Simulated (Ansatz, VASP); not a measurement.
**Two plane-wave programs on Al2Cu**

```xyz
3
Lattice="4.1052 0.0000 0.0000 0.0000 4.1052 0.0000 0.0000 0.0000 2.8913" Properties=species:S:1:pos:R:3 pbc="T T T"
Al    2.0526    0.0000    1.4457
Al    0.0000    2.0526    1.4457
Cu    0.0000    0.0000    0.0000
```

Alike in both runs: task single point; functional PBEsol; k mesh 10 × 10 × 14; no spin polarisation.

|  | VASP | Ansatz |
| --- | --- | --- |
| version | VASP 6.6.1 | Ansatz 0.2.0 |
| potentials or method | VASP PAW PBE potentials, release 64 (Al, Cu), cutoff 520 eV | scalar-relativistic, plane waves, PAW |
| occupations | methfessel-paxton of order 1, width 0.01 eV | cold, width 0.01 eV |
| valence electrons in the cell | 17 | 25 |

Ansatz gave:

| Item | Value |
| --- | --- |
| gap on the k mesh at the Fermi level (eV) | none |
| pressure (GPa) | -2.4 |
| traceless stress, the component that is largest in VASP (GPa) | -0.60 |

Problem. Which values does VASP return?

Solution. gap on the k mesh at the Fermi level (eV): none; pressure (GPa): -2.2; traceless stress, the component that is largest in VASP (GPa): -0.58.

VASP's potentials were made for PBE, not for PBEsol. A gap of «none» marks a metal or a gap that the smearing closes. VASP's potentials hold 17 valence electrons a cell and Ansatz's 25, so a difference there can come from the potentials and not from the codes.
